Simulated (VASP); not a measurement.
# RuC18 in VASP: single point with PBE

Aim: the single point of RuC18 with PBE.

All numbers are computed with VASP 6.6.1; they aren't measurements. Logs are shortened: lines on timing, memory, paths and dates and some standing lists are left out, and cuts for length are marked.

## Step 1: The cell of the first run

The cell holds a slab with vacuum, 19 atoms: a = 7.398 Å, b = 7.398 Å, c = 13.000 Å, α = 90.00°, β = 90.00°, γ = 120.00°.

## Step 2: Single point, PBE

INCAR

```
PREC = Accurate ; ENCUT = 520
EDIFF = 1E-7 ; ISMEAR = 0
SIGMA = 0.02 ; LREAL = Auto
LASPH = True ; NELM = 60
ALGO = Normal ; ISIF = 2
LWAVE = False ; LCHARG = True
GGA = PE ; LELF = True
LVHAR = True ; NBANDS = 58
```

KPOINTS

```
regular mesh
0
Gamma
  2 2 1
```

POSCAR

```
RuC18
1.0
    7.3980000000      0.0000000000      0.0000000000
   -3.6990000000      6.4068560000      0.0000000000
    0.0000000000      0.0000000000     13.0000000000
C Ru
18 1
Direct
   -0.0025456178     -0.0060636606      0.0779862308
    0.2192635815      0.1048394095      0.0791990769
   -0.0025115739      0.3257697691      0.0795326154
    0.2201118520      0.4383994271      0.0808628462
   -0.0025057036      0.6621405257      0.0794900000
    0.2201129489      0.7721261411      0.0808136923
    0.3295435932     -0.0068849682      0.0808160000
    0.5521624952      0.1031003350      0.0794994615
    0.3295448253      0.3268417458      0.0808627692
    0.5521680742      0.4394707794      0.0795321538
    0.3303931529      0.6604016073      0.0792014615
    0.5522026797      0.7713045213      0.0779911538
    0.6635460298     -0.0075921794      0.0775676154
    0.8861074807      0.1036915766      0.0775813846
    0.6625356628      0.3264708931      0.0720561538
    0.8871207748      0.4387687190      0.0720544615
    0.6635495603      0.6615489719      0.0775790769
    0.8861106628      0.7728325719      0.0775589231
    0.7748281124      0.3826272980      0.2190461538
```

Potentials or basis: VASP PAW PBE potentials, release 64 (C, Ru_pv).

Started as:

```sh
> cat potpaw_PBE.64/C/POTCAR potpaw_PBE.64/Ru_pv/POTCAR > POTCAR
> mpirun -np 1 vasp_std > vasp.out
```

OUTCAR:

```text
PREC = Accurate
   ENCUT = 520
   EDIFF = 1E-7
   ISMEAR = 0
   LREAL = Auto
   LASPH = True
   NELM = 60
   ISIF = 2
   GGA = PE

 ion  position               nearest neighbor table
   1  0.997  0.994  0.078-  14 1.42  18 1.42   2 1.42
   2  0.219  0.105  0.079-   1 1.42   9 1.42   7 1.42
   3  0.997  0.326  0.080-  14 1.42   4 1.43  16 1.43  19 2.62
   4  0.220  0.438  0.081-   9 1.42  11 1.42   3 1.43
   5  0.997  0.662  0.079-  18 1.42   6 1.43  16 1.43  19 2.62
   6  0.220  0.772  0.081-   7 1.42  11 1.42   5 1.43
   7  0.330  0.993  0.081-   6 1.42   2 1.42   8 1.43
   8  0.552  0.103  0.079-  13 1.42   7 1.43  15 1.43  19 2.62
   9  0.330  0.327  0.081-   4 1.42   2 1.42  10 1.43
  10  0.552  0.439  0.080-  17 1.42   9 1.43  15 1.43  19 2.62
  11  0.330  0.660  0.079-  12 1.42   4 1.42   6 1.42
  12  0.552  0.771  0.078-  17 1.42  13 1.42  11 1.42
  13  0.664  0.992  0.078-  12 1.42   8 1.42  14 1.43
  14  0.886  0.104  0.078-   1 1.42   3 1.42  13 1.43
  15  0.663  0.326  0.072-   8 1.43  10 1.43  16 1.44  19 2.04
  16  0.887  0.439  0.072-   5 1.43   3 1.43  15 1.44  19 2.04
  17  0.664  0.662  0.078-  12 1.42  10 1.42  18 1.43
  18  0.886  0.773  0.078-   1 1.42   5 1.42  17 1.43
  19  0.775  0.383  0.219-  15 2.04  16 2.04  10 2.62   3 2.62   8 2.62   5 2.62

  LATTYP: Found a hexagonal cell.
 ALAT       =     7.3980000000
 C/A-ratio  =     1.7572316842

  Lattice vectors:

 A1 = (   7.3980000000,   0.0000000000,   0.0000000000)
 A2 = (  -3.6990000000,   6.4068560000,   0.0000000000)
 A3 = (   0.0000000000,   0.0000000000,  13.0000000000)

Analysis of symmetry for initial positions (statically):
=====================================================================
 Subroutine PRICEL returns:
 Original cell was already a primitive cell.

 Routine SETGRP: Setting up the symmetry group for a
 hexagonal supercell.

 Subroutine GETGRP returns: Found  1 space group operations
 (whereof  1 operations were pure point group operations)
 out of a pool of 24 trial point group operations.

The static configuration has the point symmetry C_1 .

Analysis of symmetry for dynamics (positions and initial velocities):
=====================================================================
 Subroutine PRICEL returns:
 Original cell was already a primitive cell.

 Routine SETGRP: Setting up the symmetry group for a
 hexagonal supercell.

 Subroutine GETGRP returns: Found  1 space group operations
 (whereof  1 operations were pure point group operations)
 out of a pool of 24 trial point group operations.

The dynamic configuration has the point symmetry C_1 .

 Subroutine INISYM returns: Found  1 space group operations
 (whereof  1 operations are pure point group operations),
 and found     1 'primitive' translations

----------------------------------------------------------------------------------------

                                     Primitive cell

  volume of cell :     616.1730

  direct lattice vectors                    reciprocal lattice vectors
     7.398000000  0.000000000  0.000000000     0.135171668  0.078041398  0.000000000
    -3.699000000  6.406856000  0.000000000     0.000000000  0.156082796  0.000000000
     0.000000000  0.000000000 13.000000000     0.000000000  0.000000000  0.076923077

  length of vectors
     7.398000000  7.398000054 13.000000000     0.156082797  0.156082796  0.076923077

  position of ions in fractional coordinates (direct lattice)
     0.997454382  0.993936339  0.077986231
     0.219263582  0.104839410  0.079199077
     0.997488426  0.325769769  0.079532615
     0.220111852  0.438399427  0.080862846
     0.997494296  0.662140526  0.079490000
     0.220112949  0.772126141  0.080813692
[... 11 lines left out ...]
     0.886110663  0.772832572  0.077558923
     0.774828112  0.382627298  0.219046154

  ion indices of the primitive-cell ions
   primitive index   ion index
                 1           1
                 2           2
                 3           3
                 4           4
                 5           5
                 6           6
[... 11 lines left out ...]
                18          18
                19          19

----------------------------------------------------------------------------------------

 KPOINTS: regular mesh

Automatic generation of k-mesh.
 Grid dimensions read from file:
 generate k-points for:    2    2    1

 Generating k-lattice:

  Cartesian coordinates                     Fractional coordinates (reciprocal lattice)
     0.067585834  0.039020699  0.000000000     0.500000000 -0.000000000  0.000000000
     0.000000000  0.078041398  0.000000000     0.000000000  0.500000000  0.000000000
     0.000000000  0.000000000  0.076923077     0.000000000  0.000000000  1.000000000

  Length of vectors
     0.078041399  0.078041398  0.076923077

  Shift w.r.t. Gamma in fractional coordinates (k-lattice)
     0.000000000  0.000000000  0.000000000

 Subroutine IBZKPT returns following result:
 ===========================================

 Found      4 irreducible k-points:

 Following reciprocal coordinates:
            Coordinates               Weight
  0.000000  0.000000  0.000000      1.000000
  0.500000  0.000000  0.000000      1.000000
  0.000000  0.500000  0.000000      1.000000
  0.500000  0.500000  0.000000      1.000000
   k-points           NKPTS =      4   k-points in BZ     NKDIM =      4   number of bands    NBANDS=     58
   number of dos      NEDOS =    301   number of ions     NIONS =     19
   total plane-waves  NPLWV = 307328
   dimension x,y,z NGX =    56 NGY =   56 NGZ =   98
   dimension x,y,z NGXF=   112 NGYF=  112 NGZF=  196
   ions per type =              18   1
   NGX,Y,Z   is equivalent  to a cutoff of  12.58, 12.58, 12.53 a.u.
   NGXF,Y,Z  is equivalent  to a cutoff of  25.17, 25.17, 25.06 a.u.
 SYSTEM =  unknown system
   PREC   = accura    normal or accurate (medium, high low for compatibility)
   ISTART =      0    job   : 0-new  1-cont  2-samecut
   ICHARG =      2    charge: 1-file 2-atom 10-const
   ISPIN  =      1    spin polarized calculation?
   LNONCOLLINEAR =      F non collinear calculations
   LSORBIT =      F    spin-orbit coupling
   LASPH  =      T    aspherical Exc in radial PAW
   ENCUT  =  520.0 eV  38.22 Ry    6.18 a.u.  13.76 13.76 24.17*2*pi/ulx,y,z
   NELM   =     60;   NELMIN=  2; NELMDL= -5     # of ELM steps
   EDIFF  = 0.1E-06   stopping-criterion for ELM
   LREAL  =      T    real-space projection
   EDIFFG = 0.1E-05   stopping-criterion for IOM
   NSW    =      0    number of steps for IOM
   IBRION =     -1    ionic relax: 0-MD 1-quasi-New 2-CG
   NFREE  =      0    steps in history (QN), initial steepest desc. (CG)
   ISIF   =      2    stress and relaxation
   ISYM   =      2    0-nonsym 1-usesym 2-fastsym
   POTIM  = 0.5000    time-step for ionic-motion
   TEBEG  =    0.0;   TEEND  =   0.0 temperature during run
   PSTRESS=    0.0 pullay stress
   NELECT =      86.0000    total number of electrons
   NUPDOWN=      -1.0000    fix difference up-down
   EMIN   =  10.00;   EMAX   =-10.00  energy-range for DOS
   EFERMI =   0.00;   METHOD = LEGACY
   ISMEAR =     0;   SIGMA  =   0.02  broadening in eV -4-tet -1-fermi 0-gaus
   EFERMI_NEDOS =   21; number of points for ismear=-14 and -15
   IALGO  =     38    algorithm
   IMIX   =      4    mixing-type and parameters
     AMIX     =   0.40;   BMIX     =  1.00
     AMIX_MAG =   1.60;   BMIX_MAG =  1.00
  volume/ion in A,a.u.               =      32.43       218.85
  Fermi-wavevector in a.u.,A,eV,Ry     =   0.849194  1.604743  9.811569  0.721130
  Thomas-Fermi vector in A             =   1.964976
   LORBIT       =      0    0 simple, 1 ext, 2 COOP (PROOUT), +10 PAW based schemes
   GGA     = PE    functional components
   LHFCALC =     F    Hartree Fock is set to
   AEXX    =    0.0000 exact exchange contribution
   IVDW    =     0    specifies the selected vdW correction
   LEPSILON=     F    determine dielectric tensor
   LRPA    =     F    only Hartree local field effects (RPA)
 non-spin polarized calculation
 Gauss-broadening in eV      SIGMA  =   0.02
  energy-cutoff  :      520.00
  volume of cell :      616.17
 maximum number of plane-waves:     16651
 NGX is ok and might be reduce to    56
   NGX = 27   NGY = 27   NGZ = 49

 number of electron      86.0000000 magnetization

 Free energy of the ion-electron system (eV)
  ---------------------------------------------------
  ext. energy  EPLUGINS =         0.00000000
  ---------------------------------------------------
  free energy    TOTEN  =      -169.06493435 eV

  energy without entropy =     -169.05929245  energy(sigma->0) =     -169.06211340

 E-fermi :  -1.2520     XC(G=0):  -3.8129

 val. band max:       -1.2520459953   @ k =   0.0000   0.5000   0.0000
 cond. band min:      -1.2520161861   @ k =   0.5000   0.5000   0.0000
 fundamental gap:      0.0000298092
 Fermi energy:        -1.2520310915

 k-point     1 :       0.0000    0.0000    0.0000
  band No.  band energies     occupation
      1     -42.9600      2.00000
      2     -42.6426      2.00000
      3     -42.5583      2.00000
      4     -20.9045      2.00000
      5     -18.5277      2.00000
      6     -18.3458      2.00000
[... 47 lines left out ...]
     54       3.6951      0.00000
     55       3.6962      0.00000

 k-point     2 :       0.5000    0.0000    0.0000
  band No.  band energies     occupation
      1     -42.9600      2.00000
      2     -42.6426      2.00000
      3     -42.5583      2.00000
      4     -20.3253      2.00000
      5     -20.1769      2.00000
      6     -18.9753      2.00000
[... 47 lines left out ...]
     54       3.4277      0.00000
     55       3.6844      0.00000

 k-point     3 :       0.0000    0.5000    0.0000
  band No.  band energies     occupation
      1     -42.9600      2.00000
      2     -42.6426      2.00000
      3     -42.5583      2.00000
      4     -20.3161      2.00000
      5     -20.1883      2.00000
      6     -18.9751      2.00000
[... 47 lines left out ...]
     54       3.4787      0.00000
     55       3.6885      0.00000

 k-point     4 :       0.5000    0.5000    0.0000
  band No.  band energies     occupation
      1     -42.9600      2.00000
      2     -42.6426      2.00000
      3     -42.5583      2.00000
      4     -20.3161      2.00000
      5     -20.1882      2.00000
      6     -18.9751      2.00000
[... 47 lines left out ...]
     54       3.4786      0.00000
     55       3.6885      0.00000
 [bands above 55 left out]

------------------------ aborting loop because EDIFF is reached ----------------------------------------

  FORCE on cell =-STRESS in cart. coord.  units (eV):
  Direction    XX          YY          ZZ          XY          YZ          ZX
  --------------------------------------------------------------------------------------
  -------------------------------------------------------------------------------------
  Total        5.3989159      5.6661272      0.0192981     -0.2115724      0.0107495      0.0043728
  in kB       14.0382995     14.7331041      0.0501791     -0.5501320      0.0279510      0.0113701
  external PRESSURE =       9.6071942 kB  Pullay stress =       0.0000000 kB

 VOLUME and BASIS-vectors are now :
 -----------------------------------------------------------------------------
  energy-cutoff  :      520.00
  volume of cell :      616.17
      direct lattice vectors                 reciprocal lattice vectors
     7.398000000  0.000000000  0.000000000     0.135171668  0.078041398  0.000000000
    -3.699000000  6.406856000  0.000000000     0.000000000  0.156082796  0.000000000
     0.000000000  0.000000000 13.000000000     0.000000000  0.000000000  0.076923077

 POSITION                                       TOTAL-FORCE (eV/Angst)
 -----------------------------------------------------------------------------------
      3.70260      6.36801      1.01382         0.001219      0.003027     -0.024861
      1.23431      0.67169      1.02959        -0.005693      0.006359      0.000357
      6.17440      2.08716      1.03392         0.007807     -0.002702     -0.004855
      0.00675      2.80876      1.05122        -0.005139     -0.008621      0.013755
      4.93021      4.24224      1.03337         0.002007      0.003615     -0.000837
     -1.22770      4.94690      1.05058        -0.007001      0.001531      0.012336
[... 11 lines left out ...]
      3.69674      4.95143      1.00827        -0.003879     -0.010531     -0.018937
      4.31684      2.45144      2.84760        -0.000616      0.001720      0.080512
 -----------------------------------------------------------------------------------
    total drift:                                0.003873     -0.003031     -0.033480

  FREE ENERGIE OF THE ION-ELECTRON SYSTEM (eV)
  ---------------------------------------------------
  free  energy   TOTEN  =      -169.0649343481 eV

  energy  without entropy=     -169.0592924535  energy(sigma->0) =     -169.06211340
```

It took 6.3 min on 1 thread of Intel Xeon Platinum 8488C (Sapphire Rapids), shared host; peak memory 0.63 GiB.

Results:

- Free energy: -169.0649 eV
- Largest force: 0.081 eV/Å
- Band gap on the k mesh: zero (band 43 reaches -1.10 eV, above the bottom of band 44 at -1.25 eV)

Forces in eV/Å, atoms in the order of the input:
```
C    0.001  0.003 -0.025
C   -0.006  0.006  0.000
C    0.008 -0.003 -0.005
C   -0.005 -0.009  0.014
C    0.002  0.004 -0.001
C   -0.007  0.002  0.012
C    0.007  0.003  0.013
C   -0.005 -0.005 -0.001
C    0.000  0.003  0.010
C   -0.002 -0.002 -0.002
C    0.003 -0.004 -0.005
C    0.001  0.001 -0.029
C   -0.001  0.007 -0.022
C   -0.005  0.005 -0.021
C   -0.019 -0.009  0.009
C    0.022  0.014  0.013
C    0.010 -0.007 -0.024
C   -0.004 -0.011 -0.019
Ru  -0.001  0.002  0.081
```

Levels at points of the mesh, in eV from the Fermi level:
```csv
k point,band 40,band 41,band 42,band 43,band 44,band 45,band 46,band 47
"(0.00, 0.00, 0.00)",-0.92,-0.63,-0.32,0.15,0.61,0.77,0.90,1.33
"(0.50, 0.00, 0.00)",-0.51,-0.51,-0.39,-0.14,0.08,1.33,1.99,2.41
"(0.00, 0.50, 0.00)",-0.50,-0.45,-0.45,-0.14,0.00,1.36,1.75,2.45
"(0.50, 0.50, 0.00)",-0.50,-0.45,-0.45,-0.14,0.00,1.36,1.75,2.45
```

Caveat: the k points lie up to 0.49 Å⁻¹ apart.
